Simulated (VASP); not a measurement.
# LiHF2 (R-3m) in VASP: notebook

LiHF2 is run at these levels: LDA; tasks: single point.

All numbers are computed with VASP 6.6.1; they aren't measurements. Logs are shortened: lines on timing, memory, paths and dates and some standing lists are left out, and cuts for length are marked.

**1. The cell of the first run**

It takes space group R-3m (No. 166, trigonal). Conventional cell: a = 2.842 Å, b = 2.842 Å, c = 13.184 Å, α = 90.00°, β = 90.00°, γ = 120.00°. Li (site symmetry -3m) has 6 F at 1.94 Å within 2.6 Å. Within 1.5 Å of H (site symmetry -3m) lie 2 F at 1.15 Å. F (site symmetry 3m) has 1 H at 1.15 Å within 1.5 Å.

**2. Single point, LDA (strain -0.015 along x and y, +0.015 along z)**

File INCAR:

```
PREC = Accurate
ENCUT = 520
EDIFF = 1E-6
ISMEAR = 0
SIGMA = 0.05
LREAL = F
LASPH = T
NELM = 80
ALGO = Normal
ISIF = 2
LWAVE = F
LCHARG = T
GGA = CA
LELF = T
LVHAR = T
NBANDS = 17
```

File KPOINTS:

```
Automatic mesh
0
Gamma
  9 9 9
```

File POSCAR:

```
LiHF2
1.0
    1.4211463380      0.8204992208      4.3945551996
   -1.4211463380      0.8204992208      4.3945551996
    0.0000000000     -1.6409984416      4.3945551996
Li H F
1 1 2
Direct
    0.0000000000      0.0000000000      0.0000000000
    0.5000000000      0.5000000000      0.5000000000
    0.4125119035      0.4125119035      0.4125119035
    0.5874880965      0.5874880965      0.5874880965
```

Potentials or basis: VASP PAW LDA potentials, release 64 (Li_sv, H, F).

Launch:

```bash
> cat potpaw_LDA.64/Li_sv/POTCAR potpaw_LDA.64/H/POTCAR potpaw_LDA.64/F/POTCAR > POTCAR
> mpirun -np 1 vasp_std > vasp.out
```

OUTCAR:

```text
PREC = Accurate
   ENCUT = 520
   EDIFF = 1E-6
   ISMEAR = 0
   LREAL = F
   LASPH = T
   NELM = 80
   ISIF = 2
   GGA = CA

 ion  position               nearest neighbor table
   1  0.000  0.000  0.000-   4 1.94   3 1.94   4 1.94   4 1.94   3 1.94   3 1.94
   2  0.500  0.500  0.500-   3 1.15   4 1.15
   3  0.413  0.413  0.413-   2 1.15   1 1.94   1 1.94   1 1.94
   4  0.587  0.587  0.587-   2 1.15   1 1.94   1 1.94   1 1.94

  LATTYP: Found a trigonal (rhomboedric) cell.
 ALAT       =     4.6909478027
 COS(alpha) =     0.8164364723

  Lattice vectors:

 A1 = (   1.4211463380,   0.8204992208,   4.3945551996)
 A2 = (  -1.4211463380,   0.8204992208,   4.3945551996)
 A3 = (   0.0000000000,  -1.6409984416,   4.3945551996)

Analysis of symmetry for initial positions (statically):
=====================================================================
 Subroutine PRICEL returns:
 Original cell was already a primitive cell.

 Routine SETGRP: Setting up the symmetry group for a
 trigonal (rhombohedral) supercell.

 Subroutine GETGRP returns: Found 12 space group operations
 (whereof 12 operations were pure point group operations)
 out of a pool of 12 trial point group operations.

The static configuration has the point symmetry D_3d.

Analysis of symmetry for dynamics (positions and initial velocities):
=====================================================================
 Subroutine PRICEL returns:
 Original cell was already a primitive cell.

 Routine SETGRP: Setting up the symmetry group for a
 trigonal (rhombohedral) supercell.

 Subroutine GETGRP returns: Found 12 space group operations
 (whereof 12 operations were pure point group operations)
 out of a pool of 12 trial point group operations.

The dynamic configuration has the point symmetry D_3d.

 Subroutine INISYM returns: Found 12 space group operations
 (whereof 12 operations are pure point group operations),
 and found     1 'primitive' translations

----------------------------------------------------------------------------------------

                                     Primitive cell

  volume of cell :      30.7456

  direct lattice vectors                    reciprocal lattice vectors
     1.421146338  0.820499221  4.394555200     0.351828652  0.203128367  0.075851438
    -1.421146338  0.820499221  4.394555200    -0.351828652  0.203128367  0.075851438
     0.000000000 -1.640998442  4.394555200     0.000000000 -0.406256734  0.075851438

  length of vectors
     4.690947803  4.690947803  4.690947803     0.413277116  0.413277116  0.413277116

  position of ions in fractional coordinates (direct lattice)
     0.000000000  0.000000000  0.000000000
     0.500000000  0.500000000  0.500000000
     0.412511903  0.412511903  0.412511903
     0.587488097  0.587488097  0.587488097

  ion indices of the primitive-cell ions
   primitive index   ion index
                 1           1
                 2           2
                 3           3
                 4           4

----------------------------------------------------------------------------------------

 KPOINTS: Automatic mesh

Automatic generation of k-mesh.
 Grid dimensions read from file:
 generate k-points for:    9    9    9

 Generating k-lattice:

  Cartesian coordinates                     Fractional coordinates (reciprocal lattice)
     0.039092072  0.022569819  0.008427938     0.111111111  0.000000000 -0.000000000
    -0.039092072  0.022569819  0.008427938     0.000000000  0.111111111 -0.000000000
     0.000000000 -0.045139637  0.008427938    -0.000000000 -0.000000000  0.111111111

  Length of vectors
     0.045919680  0.045919680  0.045919680

  Shift w.r.t. Gamma in fractional coordinates (k-lattice)
     0.000000000  0.000000000  0.000000000

 Subroutine IBZKPT returns following result:
 ===========================================

 Found     85 irreducible k-points:

 Following reciprocal coordinates:
            Coordinates               Weight
  0.000000  0.000000  0.000000      1.000000
  0.111111 -0.000000  0.000000      6.000000
  0.222222 -0.000000  0.000000      6.000000
  0.333333  0.000000  0.000000      6.000000
  0.444444 -0.000000  0.000000      6.000000
  0.111111  0.111111  0.000000      6.000000
[... 16 lines left out ...]
 -0.333333  0.333333  0.000000      6.000000
  0.444444  0.444444  0.000000      6.000000
 [... further k-points ...]
   k-points           NKPTS =     85   k-points in BZ     NKDIM =     85   number of bands    NBANDS=     17
   number of dos      NEDOS =    301   number of ions     NIONS =      4
   total plane-waves  NPLWV =  46656
   dimension x,y,z NGX =    36 NGY =   36 NGZ =   36
   dimension x,y,z NGXF=    72 NGYF=   72 NGZF=   72
   ions per type =               1   1   2
   NGX,Y,Z   is equivalent  to a cutoff of  12.76, 12.76, 12.76 a.u.
   NGXF,Y,Z  is equivalent  to a cutoff of  25.52, 25.52, 25.52 a.u.
 SYSTEM =  unknown system
   PREC   = accura    normal or accurate (medium, high low for compatibility)
   ISTART =      0    job   : 0-new  1-cont  2-samecut
   ICHARG =      2    charge: 1-file 2-atom 10-const
   ISPIN  =      1    spin polarized calculation?
   LNONCOLLINEAR =      F non collinear calculations
   LSORBIT =      F    spin-orbit coupling
   LASPH  =      T    aspherical Exc in radial PAW
   ENCUT  =  520.0 eV  38.22 Ry    6.18 a.u.   8.72  8.72  8.72*2*pi/ulx,y,z
   NELM   =     80;   NELMIN=  2; NELMDL= -5     # of ELM steps
   EDIFF  = 0.1E-05   stopping-criterion for ELM
   LREAL  =      F    real-space projection
   EDIFFG = 0.1E-04   stopping-criterion for IOM
   NSW    =      0    number of steps for IOM
   IBRION =     -1    ionic relax: 0-MD 1-quasi-New 2-CG
   NFREE  =      0    steps in history (QN), initial steepest desc. (CG)
   ISIF   =      2    stress and relaxation
   ISYM   =      2    0-nonsym 1-usesym 2-fastsym
   POTIM  = 0.5000    time-step for ionic-motion
   TEBEG  =    0.0;   TEEND  =   0.0 temperature during run
   PSTRESS=    0.0 pullay stress
   NELECT =      18.0000    total number of electrons
   NUPDOWN=      -1.0000    fix difference up-down
   EMIN   =  10.00;   EMAX   =-10.00  energy-range for DOS
   EFERMI =   0.00;   METHOD = LEGACY
   ISMEAR =     0;   SIGMA  =   0.05  broadening in eV -4-tet -1-fermi 0-gaus
   EFERMI_NEDOS =   21; number of points for ismear=-14 and -15
   IALGO  =     38    algorithm
   IMIX   =      4    mixing-type and parameters
     AMIX     =   0.40;   BMIX     =  1.00
     AMIX_MAG =   1.60;   BMIX_MAG =  1.00
  volume/ion in A,a.u.               =       7.69        51.87
  Fermi-wavevector in a.u.,A,eV,Ry     =   1.369529  2.588035 25.519225  1.875610
  Thomas-Fermi vector in A             =   2.495396
   LORBIT       =      0    0 simple, 1 ext, 2 COOP (PROOUT), +10 PAW based schemes
   GGA     = CA    functional components
   LHFCALC =     F    Hartree Fock is set to
   AEXX    =    0.0000 exact exchange contribution
   IVDW    =     0    specifies the selected vdW correction
   LEPSILON=     F    determine dielectric tensor
   LRPA    =     F    only Hartree local field effects (RPA)
 non-spin polarized calculation
 Gauss-broadening in eV      SIGMA  =   0.05
  energy-cutoff  :      520.00
  volume of cell :       30.75
 maximum number of plane-waves:       844
   NGX = 17   NGY = 17   NGZ = 17

 number of electron      17.9999991 magnetization

 Free energy of the ion-electron system (eV)
  ---------------------------------------------------
  ext. energy  EPLUGINS =         0.00000000
  ---------------------------------------------------
  free energy    TOTEN  =       -19.81090252 eV

  energy without entropy =      -19.81090252  energy(sigma->0) =      -19.81090252

 E-fermi :  -2.1364     XC(G=0): -10.2816

 val. band max:       -2.5229390420   @ k =   0.4444   0.4444   0.4444
 cond. band min:       5.6599111060   @ k =   0.0000   0.0000   0.0000
 fundamental gap:      8.1828501480
 Fermi energy:        -2.1364219455

 k-point     1 :       0.0000    0.0000    0.0000
  band No.  band energies     occupation
      1     -41.7608      2.00000
      2     -23.3810      2.00000
      3     -21.9383      2.00000
      4      -8.4500      2.00000
      5      -2.9705      2.00000
      6      -2.8741      2.00000
[... 9 lines left out ...]
     16      22.1021      0.00000
     17      22.1021      0.00000

 k-point     2 :       0.1111   -0.0000    0.0000
  band No.  band energies     occupation
      1     -41.7547      2.00000
      2     -23.3343      2.00000
      3     -21.9107      2.00000
      4      -8.3803      2.00000
      5      -3.2854      2.00000
      6      -3.0292      2.00000
[... 9 lines left out ...]
     16      19.5345      0.00000
     17      22.1005      0.00000

 k-point     3 :       0.2222   -0.0000    0.0000
  band No.  band energies     occupation
      1     -41.7391      2.00000
      2     -23.2119      2.00000
      3     -21.8397      2.00000
      4      -8.2027      2.00000
      5      -4.0716      2.00000
      6      -3.4717      2.00000
[... 9 lines left out ...]
     16      17.9608      0.00000
     17      21.9261      0.00000

 k-point     4 :       0.3333    0.0000    0.0000
  band No.  band energies     occupation
      1     -41.7215      2.00000
      2     -23.0656      2.00000
      3     -21.7595      2.00000
      4      -8.0026      2.00000
      5      -4.8290      2.00000
      6      -4.0053      2.00000
[... 9 lines left out ...]
     16      17.8273      0.00000
     17      20.8463      0.00000

 k-point     5 :       0.4444   -0.0000    0.0000
  band No.  band energies     occupation
      1     -41.7100      2.00000
      2     -22.9656      2.00000
      3     -21.7081      2.00000
      4      -7.8783      2.00000
      5      -5.2757      2.00000
      6      -4.3157      2.00000
[... 9 lines left out ...]
     16      17.7454      0.00000
     17      19.5001      0.00000

 k-point     6 :       0.1111    0.1111    0.0000
  band No.  band energies     occupation
      1     -41.7547      2.00000
      2     -23.3256      2.00000
      3     -21.9236      2.00000
      4      -8.3424      2.00000
      5      -3.2010      2.00000
      6      -3.1398      2.00000
[... 9 lines left out ...]
     16      19.3951      0.00000
     17      22.3907      0.00000

 k-point     7 :       0.2222    0.1111    0.0000
  band No.  band energies     occupation
      1     -41.7438      2.00000
      2     -23.2321      2.00000
      3     -21.8864      2.00000
      4      -8.1837      2.00000
      5      -3.8126      2.00000
      6      -3.4193      2.00000
[... 9 lines left out ...]
     16      18.1983      0.00000
     17      22.3663      0.00000

 k-point     8 :       0.3333    0.1111   -0.0000
  band No.  band energies     occupation
      1     -41.7272      2.00000
      2     -23.0916      2.00000
      3     -21.8174      2.00000
      4      -7.9777      2.00000
      5      -4.5601      2.00000
      6      -3.7823      2.00000
[... 9 lines left out ...]
     16      17.6288      0.00000
     17      21.1864      0.00000
[... 203 lines left out ...]
      1     -41.7137      2.00000
      2     -22.9939      2.00000
      3     -21.7300      2.00000
      4      -7.9043      2.00000
      5      -4.6446      2.00000
      6      -4.4577      2.00000
[... 9 lines left out ...]
     16      17.3414      0.00000
     17      22.7543      0.00000

 k-point    20 :       0.3333    0.3333    0.0000
  band No.  band energies     occupation
      1     -41.7214      2.00000
      2     -22.9676      2.00000
      3     -21.8916      2.00000
      4      -7.6251      2.00000
      5      -4.8663      2.00000
      6      -4.1444      2.00000
[... 9 lines left out ...]
     16      17.6381      0.00000
     17      21.7059      0.00000

 k-point    21 :       0.4444    0.3333    0.0000
  band No.  band energies     occupation
      1     -41.7127      2.00000
      2     -22.8686      2.00000
      3     -21.8793      2.00000
      4      -7.4552      2.00000
      5      -5.1669      2.00000
      6      -4.2406      2.00000
[... 9 lines left out ...]
     16      17.5678      0.00000
     17      21.3334      0.00000

 k-point    22 :      -0.4444    0.3333    0.0000
  band No.  band energies     occupation
      1     -41.7049      2.00000
      2     -22.8079      2.00000
      3     -21.8323      2.00000
      4      -7.4216      2.00000
      5      -5.1639      2.00000
      6      -4.1876      2.00000
[... 9 lines left out ...]
     16      17.5049      0.00000
     17      21.1006      0.00000

 k-point    23 :      -0.3333    0.3333    0.0000
  band No.  band energies     occupation
      1     -41.7019      2.00000
      2     -22.8183      2.00000
      3     -21.7693      2.00000
      4      -7.5365      2.00000
      5      -4.8762      2.00000
      6      -4.5682      2.00000
[... 9 lines left out ...]
     16      17.4902      0.00000
     17      21.7357      0.00000

 k-point    24 :       0.4444    0.4444    0.0000
  band No.  band energies     occupation
      1     -41.7100      2.00000
      2     -22.8081      2.00000
      3     -21.9127      2.00000
      4      -7.2924      2.00000
      5      -5.4390      2.00000
      6      -4.3587      2.00000
[... 9 lines left out ...]
     16      17.4422      0.00000
     17      21.4547      0.00000

 [... further k-points ...]
[... 5 lines left out ...]
  --------------------------------------------------------------------------------------
  -------------------------------------------------------------------------------------
  Total        0.2012296      0.2012296     -0.9695258      0.0000000      0.0000000      0.0000000
  in kB       10.4862290     10.4862290    -50.5227278      0.0000000      0.0000000      0.0000000
  external PRESSURE =      -9.8500899 kB  Pullay stress =       0.0000000 kB

 VOLUME and BASIS-vectors are now :
 -----------------------------------------------------------------------------
  energy-cutoff  :      520.00
  volume of cell :       30.75
      direct lattice vectors                 reciprocal lattice vectors
     1.421146338  0.820499221  4.394555200     0.351828652  0.203128367  0.075851438
    -1.421146338  0.820499221  4.394555200    -0.351828652  0.203128367  0.075851438
     0.000000000 -1.640998442  4.394555200     0.000000000 -0.406256734  0.075851438

 POSITION                                       TOTAL-FORCE (eV/Angst)
 -----------------------------------------------------------------------------------
      0.00000      0.00000      0.00000        -0.000000      0.000000      0.000000
      0.00000      0.00000      6.59183         0.000000      0.000000      0.000000
      0.00000      0.00000      5.43842        -0.000000      0.000000      0.332652
      0.00000      0.00000      7.74525        -0.000000     -0.000000     -0.332652
 -----------------------------------------------------------------------------------
    total drift:                               -0.000000      0.000000     -0.000000

  FREE ENERGIE OF THE ION-ELECTRON SYSTEM (eV)
  ---------------------------------------------------
  free  energy   TOTEN  =       -19.8109025210 eV

  energy  without entropy=      -19.8109025210  energy(sigma->0) =      -19.81090252
```

It took 2.2 min on 1 thread of Intel Xeon 8259CL, shared host; peak memory 0.18 GiB.

Results:

```yaml
Free_energy: -19.8109 eV
Largest_force: 0.333 eV/Å
Band_gap_on_the_k_mesh: 8.18 eV (least direct gap 8.38 eV)
```

Forces on the atoms (eV/Å):
```
Li   0.000  0.000  0.000
H    0.000  0.000  0.000
F    0.000  0.000  0.333
F    0.000  0.000 -0.333
```

Caveat: the cell differs from its parent crystal (strain -0.015 along x and y, +0.015 along z); the cutoff is under 1.25 times the usual one of these potentials, so pressure, stress and relaxed cells hold a basis-set (Pulay) error. A k mesh can miss the band edges.

**3. Single point, LDA (strain +0.000 along x and y, -0.015 along z)**

File INCAR:

```
SYSTEM = LiHF2
  ALGO = Normal
  EDIFF = 1E-6
  ENCUT = 520
  ISIF = 2
  ISMEAR = 0
  LASPH = .True.
  LCHARG = .False.
  LREAL = .False.
  LWAVE = .False.
  NBANDS = 17
  NELM = 80
  PREC = Accurate
  SIGMA = 0.05
```

File KPOINTS:

```
k-points
0
Gamma
  9 9 9
  0 0 0
```

File POSCAR:

```
LiHF2
1.0
    1.4427881604      0.8329941328      4.2646668686
   -1.4427881604      0.8329941328      4.2646668686
    0.0000000000     -1.6659882656      4.2646668686
Li H F
1 1 2
Direct
    0.0000000000      0.0000000000      0.0000000000
    0.5000000000      0.5000000000      0.5000000000
    0.4125119035      0.4125119035      0.4125119035
    0.5874880965      0.5874880965      0.5874880965
```

Potentials or basis: VASP PAW LDA potentials, release 64 (Li_sv, H, F).

Launch:

```bash
> cat potpaw_LDA.64/Li_sv/POTCAR potpaw_LDA.64/H/POTCAR potpaw_LDA.64/F/POTCAR > POTCAR
> mpirun -np 1 vasp_std > vasp.out
```

Run time: 1.9 min. Hardware: 1 thread of Intel Xeon 8259CL, shared host; peak memory 0.18 GiB.

The run converged. Its results:

```
Free energy            : -19.8054 eV
Largest force          : 0.506 eV/Å
Band gap on the k mesh : 8.35 eV (least direct gap 8.59 eV)
```

Forces in eV/Å, atoms in the order of the input:
```
Li   0.000  0.000  0.000
H    0.000  0.000  0.000
F    0.000  0.000 -0.506
F    0.000  0.000  0.506
```

Levels at points of the mesh, in eV from the valence-band top:
```
           k point  band 5  band 6  band 7  band 8  band 9  band 10  band 11  band 12  band 13  band 14
(0.00, 0.00, 0.00)   -0.44   -0.44   -0.24   -0.24   -0.24     8.35    13.05    17.64    19.09    20.31
```

Caveat: the cell differs from its parent crystal (strain +0.000 along x and y, -0.015 along z); the cutoff is under 1.25 times the usual one of these potentials, so pressure, stress and relaxed cells hold a basis-set (Pulay) error. A k mesh can miss the band edges.

**4. Single point, LDA (strain -0.015 along x and y, +0.030 along z)**

File INCAR:

```
ALGO = Normal
EDIFF = 1E-6
ENCUT = 520
ISIF = 2
ISMEAR = 0
LASPH = T
LCHARG = F
LREAL = F
LWAVE = F
NBANDS = 17
NELM = 60
PREC = Accurate
SIGMA = 0.05
```

File KPOINTS:

```
k-points
0
Gamma
  9 9 9
```

File POSCAR:

```
LiHF2
1.0
    1.4211463380      0.8204992208      4.4594993651
   -1.4211463380      0.8204992208      4.4594993651
    0.0000000000     -1.6409984416      4.4594993651
Li H F
1 1 2
Direct
    0.0000000000      0.0000000000      0.0000000000
    0.5000000000      0.5000000000      0.5000000000
    0.4125119035      0.4125119035      0.4125119035
    0.5874880965      0.5874880965      0.5874880965
```

Launch:

```bash
> cat potpaw_LDA.64/Li_sv/POTCAR potpaw_LDA.64/H/POTCAR potpaw_LDA.64/F/POTCAR > POTCAR
> mpirun -np 1 vasp_std > vasp.out
```

It took 1.9 min on 1 thread of Intel Xeon 8259CL, shared host; peak memory 0.18 GiB.

Results (log left out):

* Free energy: -19.7894 eV
* Largest force: 0.638 eV/Å
* Band gap on the k mesh: 8.01 eV (least direct gap 8.20 eV)

Forces in eV/Å, atoms in the order of the input:
```
Li   0.000  0.000  0.000
H    0.000  0.000  0.000
F    0.000  0.000  0.638
F    0.000  0.000 -0.638
```

Levels at points of the mesh, in eV from the valence-band top:
```csv
k point,band 5,band 6,band 7,band 8,band 9,band 10,band 11,band 12,band 13,band 14
"(0.00, 0.00, 0.00)",-0.52,-0.32,-0.32,-0.19,-0.19,8.01,12.91,16.52,18.06,20.63
```

Caveat: the cell differs from its parent crystal (strain -0.015 along x and y, +0.030 along z); the cutoff is under 1.25 times the usual one of these potentials, so pressure, stress and relaxed cells hold a basis-set (Pulay) error. A k mesh can miss the band edges.

**5. Overview**

```csv
cell,gap on the mesh (eV),largest force (eV/Å)
"a = 4.691 Å, angles 35.3°, 4 atoms",8.18,0.33
"a = 4.579 Å, angles 36.7°, 4 atoms",8.35,0.51
"a = 4.752 Å, angles 34.8°, 4 atoms",8.01,0.64
```

Alike in all rows: task single point; level LDA; potentials or basis VASP PAW LDA potentials, release 64 (Li_sv, H, F); no spin polarisation; k mesh 9 × 9 × 9; cutoff (eV) 520; smearing gaussian 0.05 eV.

Caveats: the cutoff is under 1.25 times the usual one of these potentials, so pressure, stress and relaxed cells hold a basis-set (Pulay) error.

Absolute energies hang on the potentials; compare differences alone.
